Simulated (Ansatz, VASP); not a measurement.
## One calculation of RbBr, two programs

```
CELL_PARAMETERS angstrom
0.00000 3.46083 3.54735
3.46083 0.00000 3.54735
3.46083 3.46083 0.00000
ATOMIC_POSITIONS crystal
Rb 0.00000 0.00000 0.00000
Br 0.50000 0.50000 0.50000
```

Change from the starting cell: uniaxial_z strain +2.5%.

Alike in both runs: task single point; functional HSE06; k mesh 4 × 4 × 4; no spin polarisation.

|  | VASP | Ansatz |
| --- | --- | --- |
| version | VASP 6.6.1 | Ansatz 0.2.0 |
| potentials or method | VASP PAW PBE potentials, release 64 (Rb_sv, Br) | plane waves, PAW |
| plane-wave cutoff (eV) | 520 | 420 |
| occupations | gaussian, width 0.01 eV | fixed |
| valence electrons in the cell | 16 | 16 |

```csv
,VASP,Ansatz,Ansatz less VASP
gap on the k mesh at the Fermi level (eV),5.37,5.37,0.000
pressure (GPa),0.0,0.0,0.00
"traceless stress, the component that is largest in VASP (GPa)",-0.38,-0.38,+0.002
```

Ansatz's warnings: stress exchange threshold loose, stress scf threshold loose.
